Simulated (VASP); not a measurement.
# Ti in VASP: a series of runs

Ti is run at these levels: PBEsol; tasks: single point.

All numbers are computed with VASP 6.6.1; they aren't measurements. Logs are shortened: lines on timing, memory, paths and dates and some standing lists are left out, and cuts for length are marked.

**1. The cell of the first run**

The cell holds a slab with vacuum, 13 atoms: a = 5.900 Å, b = 5.900 Å, c = 17.685 Å, α = 90.00°, β = 90.00°, γ = 60.00°.

**2. Single point, PBEsol**

INCAR

```
PREC = Accurate
ENCUT = 520
EDIFF = 1E-6
ISMEAR = -1
SIGMA = 0.15
LREAL = F
LASPH = T
NELM = 60
ALGO = Normal
ISIF = 2
LWAVE = F
LCHARG = F
GGA = PS
NBANDS = 90
```

KPOINTS

```
regular mesh
0
Gamma
  3 3 1
```

POSCAR

```
Ti
1.0
    5.9000000000      0.0000000000      0.0000000000
    2.9500000000      5.1095500000      0.0000000000
    0.0000000000      0.0000000000     17.6846000000
Ti
13
Direct
    0.0000000000      0.0000000000      0.0565463737
    0.5000000000      0.0000000000      0.0565463737
   -0.0000024464      0.5000048928      0.0565463737
    0.4999975536      0.5000048928      0.0565463737
   -0.1747817883      0.3564110342      0.1834477455
    0.3064746206      0.3470168606      0.1872985535
   -0.2264926232      0.8505445685      0.1713920586
    0.2951957705      0.8329304929      0.1733146353
    0.0364255877     -0.0173596501      0.2857288262
    0.5393907885     -0.0360697126      0.3108523800
   -0.0021714337      0.4810208335      0.3151103220
    0.5071904015      0.5285005529      0.3151216312
    1.0177214180     -0.0504936834      0.4095484207
```

Potentials or basis: VASP PAW PBE potentials, release 64 (Ti_sv).

Command:

```bash
> cat potpaw_PBE.64/Ti_sv/POTCAR > POTCAR
> mpirun -np 1 vasp_std > vasp.out
```

OUTCAR:

```text
PREC = Accurate
   ENCUT = 520
   EDIFF = 1E-6
   ISMEAR = -1
   LREAL = F
   LASPH = T
   NELM = 60
   ISIF = 2
   GGA = PS

 ion  position               nearest neighbor table
   1  0.000  0.000  0.057-   8 2.56   7 2.80   5 2.89
   2  0.500  0.000  0.057-   7 2.47   8 2.81   6 2.92
   3  1.000  0.500  0.057-   7 2.72   5 2.77   6 2.79
   4  0.500  0.500  0.057-   8 2.68   5 2.79   6 2.91
   5  0.825  0.356  0.183-   9 2.63   3 2.77  11 2.78   7 2.78   4 2.79   6 2.81  12 2.84   1 2.89

   6  0.306  0.347  0.187-  11 2.76   3 2.79   5 2.81   8 2.84   7 2.86   4 2.91   2 2.92
   7  0.774  0.851  0.171-   2 2.47   3 2.72  10 2.74   5 2.78   1 2.80   6 2.86   8 2.88   9 2.88

   8  0.295  0.833  0.173-   9 2.39   1 2.56   4 2.68   2 2.81   6 2.84   7 2.88
   9  0.036  0.983  0.286-  13 2.21   8 2.39   5 2.63  12 2.78  11 2.88   7 2.88
  10  0.539  0.964  0.311-  12 2.67   7 2.74  11 2.78
  11  0.998  0.481  0.315-   6 2.76  12 2.77  10 2.78   5 2.78   9 2.88
  12  0.507  0.529  0.315-  10 2.67  11 2.77   9 2.78   5 2.84
  13  0.018  0.950  0.410-   9 2.21

  LATTYP: Found a hexagonal cell.
 ALAT       =     5.9000001019
 C/A-ratio  =     2.9973897787

  Lattice vectors:

 A1 = (  -2.9500000000,  -5.1095500000,   0.0000000000)
 A2 = (   5.9000000000,   0.0000000000,   0.0000000000)
 A3 = (   0.0000000000,   0.0000000000,  17.6846000000)

Analysis of symmetry for initial positions (statically):
=====================================================================
 Subroutine PRICEL returns:
 Original cell was already a primitive cell.

 Routine SETGRP: Setting up the symmetry group for a
 hexagonal supercell.

 Subroutine GETGRP returns: Found  1 space group operations
 (whereof  1 operations were pure point group operations)
 out of a pool of 24 trial point group operations.

The static configuration has the point symmetry C_1 .

Analysis of symmetry for dynamics (positions and initial velocities):
=====================================================================
 Subroutine PRICEL returns:
 Original cell was already a primitive cell.

 Routine SETGRP: Setting up the symmetry group for a
 hexagonal supercell.

 Subroutine GETGRP returns: Found  1 space group operations
 (whereof  1 operations were pure point group operations)
 out of a pool of 24 trial point group operations.

The dynamic configuration has the point symmetry C_1 .

 Subroutine INISYM returns: Found  1 space group operations
 (whereof  1 operations are pure point group operations),
 and found     1 'primitive' translations

----------------------------------------------------------------------------------------

                                     Primitive cell

  volume of cell :     533.1261

  direct lattice vectors                    reciprocal lattice vectors
     5.900000000  0.000000000  0.000000000     0.169491525 -0.097855976  0.000000000
     2.950000000  5.109550000  0.000000000     0.000000000  0.195711951  0.000000000
     0.000000000  0.000000000 17.684600000     0.000000000  0.000000000  0.056546374

  length of vectors
     5.900000000  5.900000102 17.684600000     0.195711955  0.195711951  0.056546374

  position of ions in fractional coordinates (direct lattice)
     0.000000000  0.000000000  0.056546374
     0.500000000  0.000000000  0.056546374
     0.999997554  0.500004893  0.056546374
     0.499997554  0.500004893  0.056546374
     0.825218212  0.356411034  0.183447745
     0.306474621  0.347016861  0.187298553
     0.773507377  0.850544568  0.171392059
     0.295195771  0.832930493  0.173314635
     0.036425588  0.982640350  0.285728826
     0.539390789  0.963930287  0.310852380
     0.997828566  0.481020833  0.315110322
     0.507190401  0.528500553  0.315121631
     0.017721418  0.949506317  0.409548421

  ion indices of the primitive-cell ions
   primitive index   ion index
                 1           1
                 2           2
                 3           3
                 4           4
                 5           5
                 6           6
                 7           7
                 8           8
                 9           9
                10          10
                11          11
                12          12
                13          13

----------------------------------------------------------------------------------------

 KPOINTS: regular mesh

Automatic generation of k-mesh.
 Grid dimensions read from file:
 generate k-points for:    3    3    1

 Generating k-lattice:

  Cartesian coordinates                     Fractional coordinates (reciprocal lattice)
     0.056497175 -0.032618659  0.000000000     0.333333333  0.000000000  0.000000000
     0.000000000  0.065237317  0.000000000     0.000000000  0.333333333  0.000000000
     0.000000000  0.000000000  0.056546374     0.000000000  0.000000000  1.000000000

  Length of vectors
     0.065237318  0.065237317  0.056546374

  Shift w.r.t. Gamma in fractional coordinates (k-lattice)
     0.000000000  0.000000000  0.000000000

 Subroutine IBZKPT returns following result:
 ===========================================

 Found      5 irreducible k-points:

 Following reciprocal coordinates:
            Coordinates               Weight
  0.000000  0.000000  0.000000      1.000000
  0.333333  0.000000  0.000000      2.000000
  0.333333  0.333333  0.000000      2.000000
  0.000000  0.333333  0.000000      2.000000
 -0.333333  0.333333  0.000000      2.000000
   k-points           NKPTS =      5   k-points in BZ     NKDIM =      5   number of bands    NBANDS=     90
   number of dos      NEDOS =    301   number of ions     NIONS =     13
   total plane-waves  NPLWV = 322560
   dimension x,y,z NGX =    48 NGY =   48 NGZ =  140
   dimension x,y,z NGXF=    96 NGYF=   96 NGZF=  280
   ions per type =              13
   NGX,Y,Z   is equivalent  to a cutoff of  13.53, 13.53, 13.16 a.u.
   NGXF,Y,Z  is equivalent  to a cutoff of  27.05, 27.05, 26.32 a.u.
 SYSTEM =  unknown system
   PREC   = accura    normal or accurate (medium, high low for compatibility)
   ISTART =      0    job   : 0-new  1-cont  2-samecut
   ICHARG =      2    charge: 1-file 2-atom 10-const
   ISPIN  =      1    spin polarized calculation?
   LNONCOLLINEAR =      F non collinear calculations
   LSORBIT =      F    spin-orbit coupling
   LASPH  =      T    aspherical Exc in radial PAW
   ENCUT  =  520.0 eV  38.22 Ry    6.18 a.u.  10.97 10.97 32.88*2*pi/ulx,y,z
   NELM   =     60;   NELMIN=  2; NELMDL= -5     # of ELM steps
   EDIFF  = 0.1E-05   stopping-criterion for ELM
   LREAL  =      F    real-space projection
   EDIFFG = 0.1E-04   stopping-criterion for IOM
   NSW    =      0    number of steps for IOM
   IBRION =     -1    ionic relax: 0-MD 1-quasi-New 2-CG
   NFREE  =      0    steps in history (QN), initial steepest desc. (CG)
   ISIF   =      2    stress and relaxation
   ISYM   =      2    0-nonsym 1-usesym 2-fastsym
   POTIM  = 0.5000    time-step for ionic-motion
   TEBEG  =    0.0;   TEEND  =   0.0 temperature during run
   PSTRESS=    0.0 pullay stress
   NELECT =     156.0000    total number of electrons
   NUPDOWN=      -1.0000    fix difference up-down
   EMIN   =  10.00;   EMAX   =-10.00  energy-range for DOS
   EFERMI =   0.00;   METHOD = LEGACY
   ISMEAR =    -1;   SIGMA  =   0.15  broadening in eV -4-tet -1-fermi 0-gaus
   EFERMI_NEDOS =   21; number of points for ismear=-14 and -15
   IALGO  =     38    algorithm
   IMIX   =      4    mixing-type and parameters
     AMIX     =   0.40;   BMIX     =  1.00
     AMIX_MAG =   1.60;   BMIX_MAG =  1.00
  volume/ion in A,a.u.               =      41.01       276.75
  Fermi-wavevector in a.u.,A,eV,Ry     =   1.086859  2.053865 16.072041  1.181262
  Thomas-Fermi vector in A             =   2.223005
   LORBIT       =      0    0 simple, 1 ext, 2 COOP (PROOUT), +10 PAW based schemes
   GGA     = PS    functional components
   LHFCALC =     F    Hartree Fock is set to
   AEXX    =    0.0000 exact exchange contribution
   IVDW    =     0    specifies the selected vdW correction
   LEPSILON=     F    determine dielectric tensor
   LRPA    =     F    only Hartree local field effects (RPA)
 non-spin polarized calculation
  energy-cutoff  :      520.00
  volume of cell :      533.13
 maximum number of plane-waves:     14387
 NGX is ok and might be reduce to    48
   NGX = 21   NGY = 21   NGZ = 65

 number of electron     155.9999998 magnetization

 Free energy of the ion-electron system (eV)
  ---------------------------------------------------
  ext. energy  EPLUGINS =         0.00000000
  ---------------------------------------------------
  free energy    TOTEN  =       -99.61040047 eV

  energy without entropy =      -97.83822249  energy(sigma->0) =      -98.72431148

 E-fermi :   1.3206     XC(G=0):  -6.1062

 val. band max:        1.2905467896   @ k =   0.3333   0.3333   0.0000
 cond. band min:       1.3415191337   @ k =   0.0000   0.3333   0.0000
 fundamental gap:      0.0509723440
 Fermi energy:         1.3206471770

 k-point     1 :       0.0000    0.0000    0.0000
  band No.  band energies     occupation
      1     -55.6113      2.00000
      2     -55.3146      2.00000
      3     -55.2990      2.00000
      4     -55.2531      2.00000
      5     -55.2306      2.00000
      6     -55.2242      2.00000
[... 82 lines left out ...]
     89       2.2850      0.00322
     90       2.3401      0.00223

 k-point     2 :       0.3333    0.0000    0.0000
  band No.  band energies     occupation
      1     -55.6112      2.00000
      2     -55.2980      2.00000
      3     -55.2910      2.00000
      4     -55.2647      2.00000
      5     -55.2319      2.00000
      6     -55.2308      2.00000
[... 361 lines left out ...]
     89       2.1030      0.01080
     90       2.1567      0.00757

------------------------ aborting loop because EDIFF is reached ----------------------------------------

  FORCE on cell =-STRESS in cart. coord.  units (eV):
  Direction    XX          YY          ZZ          XY          YZ          ZX
  --------------------------------------------------------------------------------------
  -------------------------------------------------------------------------------------
  Total      -10.9953394    -12.0274098     -0.0468370     -2.3433979     -0.1830795      0.4635792
  in kB      -33.0437492    -36.1453793     -0.1407570     -7.0424977     -0.5501999      1.3931716
  external PRESSURE =     -23.1099618 kB  Pullay stress =       0.0000000 kB

 VOLUME and BASIS-vectors are now :
 -----------------------------------------------------------------------------
  energy-cutoff  :      520.00
  volume of cell :      533.13
      direct lattice vectors                 reciprocal lattice vectors
     5.900000000  0.000000000  0.000000000     0.169491525 -0.097855976  0.000000000
     2.950000000  5.109550000  0.000000000     0.000000000  0.195711951  0.000000000
     0.000000000  0.000000000 17.684600000     0.000000000  0.000000000  0.056546374

 POSITION                                       TOTAL-FORCE (eV/Angst)
 -----------------------------------------------------------------------------------
      0.00000      0.00000      1.00000        -0.346880      0.266206     -0.205373
      2.95000      0.00000      1.00000        -0.545258      0.462748     -0.362193
      7.37500      2.55480      1.00000         0.231695     -0.089532      0.169378
      4.42500      2.55480      1.00000         0.020743     -0.340764      0.317236
      5.92020      1.82110      3.24420        -0.736489     -0.020329     -0.734829
      2.83190      1.77310      3.31230         0.118063     -0.252496      0.000787
      7.07280      4.34590      3.03100         0.879219     -0.307535      0.528122
      4.19880      4.25590      3.06500         0.851001      0.092795     -0.258778
      3.11370      5.02085      5.05300        -0.663940     -0.035105      0.858312
      6.02600      4.92525      5.49730        -0.169326      0.528105      0.041892
      7.30620      2.45780      5.57260         0.691993      0.426938      0.231886
      4.55150      2.70040      5.57280        -0.391737     -0.753456     -0.066966
      2.90560      4.85155      7.24270         0.060916      0.022425     -0.519475
 -----------------------------------------------------------------------------------
    total drift:                                0.000103      0.000021      0.000444

  FREE ENERGIE OF THE ION-ELECTRON SYSTEM (eV)
  ---------------------------------------------------
  free  energy   TOTEN  =       -99.6104004743 eV

  energy  without entropy=      -97.8382224908  energy(sigma->0) =      -98.72431148
```

It took 13 min on 1 thread of AMD EPYC 9R14 (Zen 4), shared host; peak memory 0.66 GiB.

Results:

| Property | Result |
| --- | --- |
| Free energy | -99.6104 eV |
| Largest force | 1.086 eV/Å |
| Band gap on the k mesh | zero (band 78 reaches 1.65 eV, above the bottom of band 79 at 1.19 eV) |

Forces in eV/Å, atoms in the order of the input:
```
Ti  -0.347  0.266 -0.205
Ti  -0.545  0.463 -0.362
Ti   0.232 -0.090  0.169
Ti   0.021 -0.341  0.317
Ti  -0.736 -0.020 -0.735
Ti   0.118 -0.252  0.001
Ti   0.879 -0.308  0.528
Ti   0.851  0.093 -0.259
Ti  -0.664 -0.035  0.858
Ti  -0.169  0.528  0.042
Ti   0.692  0.427  0.232
Ti  -0.392 -0.753 -0.067
Ti   0.061  0.022 -0.519
```

Caveat: the k points lie up to 0.41 Å⁻¹ apart; the PAW data sets were made with another functional, which shifts forces and pressure a little.

**3. Single point, PBEsol**

INCAR

```
PREC = Accurate
ENCUT = 520
EDIFF = 1E-6
ISMEAR = -1
SIGMA = 0.15
LREAL = False
LASPH = True
NELM = 80
ALGO = Normal
ISIF = 2
LWAVE = False
LCHARG = False
GGA = PS
NBANDS = 90
```

KPOINTS is that of step 2.

POSCAR

```
Ti
1.0
    5.9000000000      0.0000000000      0.0000000000
    2.9500000000      5.1095500000      0.0000000000
    0.0000000000      0.0000000000     17.6846000000
Ti
13
Direct
    0.0000000000      0.0000000000      0.0565463737
    0.5000000000      0.0000000000      0.0565463737
   -0.0000024464      0.5000048928      0.0565463737
    0.4999975536      0.5000048928      0.0565463737
   -0.1625565885      0.3115538550      0.1699614354
    0.3893320049      0.3219461596      0.1840980288
   -0.1553176927      0.7970760634      0.1739253362
    0.3330796476      0.8366881624      0.1791784943
    0.0027317280     -0.0307854899      0.2925652828
    0.5230206604      0.0181620691      0.3104452461
    0.0269238709      0.5176776820      0.2980389718
    0.5579319453      0.4570852619      0.3144996211
    0.9889146087     -0.0546427768      0.4118950952
```

Potentials or basis: VASP PAW PBE potentials, release 64 (Ti_sv).

Command:

```bash
> cat potpaw_PBE.64/Ti_sv/POTCAR > POTCAR
> mpirun -np 1 vasp_std > vasp.out
```

OUTCAR:

```text
PREC = Accurate
   ENCUT = 520
   EDIFF = 1E-6
   ISMEAR = -1
   LREAL = False
   LASPH = True
   NELM = 80
   ISIF = 2
   GGA = PS

 ion  position               nearest neighbor table
   1  0.000  0.000  0.057-   5 2.56   8 2.76   7 2.77
   2  0.500  0.000  0.057-   7 2.73   8 2.75   6 2.81
   3  1.000  0.500  0.057-   7 2.57   5 2.69
   4  0.500  0.500  0.057-   5 2.65   6 2.70   8 2.77
   5  0.837  0.312  0.170-   1 2.56   6 2.63   4 2.65   3 2.69   9 2.79   8 2.87   7 2.89
   6  0.389  0.322  0.184-   5 2.63   4 2.70  10 2.72  11 2.74  12 2.78   2 2.81   8 2.89   7 2.92

   7  0.845  0.797  0.174-   3 2.57  11 2.63   9 2.69   2 2.73   1 2.77   5 2.89   8 2.91   6 2.92

[... 677 lines left out ...]
  energy-cutoff  :      520.00
  volume of cell :      533.13
      direct lattice vectors                 reciprocal lattice vectors
     5.900000000  0.000000000  0.000000000     0.169491525 -0.097855976  0.000000000
     2.950000000  5.109550000  0.000000000     0.000000000  0.195711951  0.000000000
     0.000000000  0.000000000 17.684600000     0.000000000  0.000000000  0.056546374

 POSITION                                       TOTAL-FORCE (eV/Angst)
 -----------------------------------------------------------------------------------
      0.00000      0.00000      1.00000        -0.073873     -0.368170     -0.536737
      2.95000      0.00000      1.00000        -0.090222      0.150021      0.087603
      7.37500      2.55480      1.00000         0.378437     -0.567796     -0.218126
      4.42500      2.55480      1.00000        -0.067779      0.398513     -0.239901
      5.86000      1.59190      3.00570         0.963808      0.411377      0.864435
      3.24680      1.64500      3.25570        -1.272390      0.101092     -0.215503
      7.33500      4.07270      3.07580        -0.155767      0.404147     -0.252735
      4.43340      4.27510      3.16870         0.395499     -0.428132     -0.107923
      2.87530      4.95225      5.17390         1.052809      0.691272     -0.525761
      3.13940      0.09280      5.49010        -0.404642     -0.891471      0.269931
      1.68600      2.64510      5.27070        -0.449194     -0.847677      0.965340
      4.64020      2.33550      5.56180        -0.051228      1.038204      0.106720
      8.62340      4.83035      7.28420        -0.225457     -0.091380     -0.197343
 -----------------------------------------------------------------------------------
    total drift:                               -0.014790     -0.008272      0.033099

  FREE ENERGIE OF THE ION-ELECTRON SYSTEM (eV)
  ---------------------------------------------------
  free  energy   TOTEN  =       -99.4156777814 eV

  energy  without entropy=      -97.7220604403  energy(sigma->0) =      -98.56886911
```

It took 17 min on 1 thread of AMD EPYC 9R14 (Zen 4), shared host; peak memory 0.68 GiB.

What came out:

* Free energy: -99.4157 eV
* Largest force: 1.365 eV/Å
* Band gap on the k mesh: zero (band 78 reaches 1.72 eV, above the bottom of band 79 at 1.19 eV)

Forces in eV/Å, atoms in the order of the input:
```
Ti  -0.074 -0.368 -0.537
Ti  -0.090  0.150  0.088
Ti   0.378 -0.568 -0.218
Ti  -0.068  0.399 -0.240
Ti   0.964  0.411  0.864
Ti  -1.272  0.101 -0.216
Ti  -0.156  0.404 -0.253
Ti   0.395 -0.428 -0.108
Ti   1.053  0.691 -0.526
Ti  -0.405 -0.891  0.270
Ti  -0.449 -0.848  0.965
Ti  -0.051  1.038  0.107
Ti  -0.225 -0.091 -0.197
```

Caveat: the k points lie up to 0.41 Å⁻¹ apart; the PAW data sets were made with another functional, which shifts forces and pressure a little.

[end of part 1 of 2]
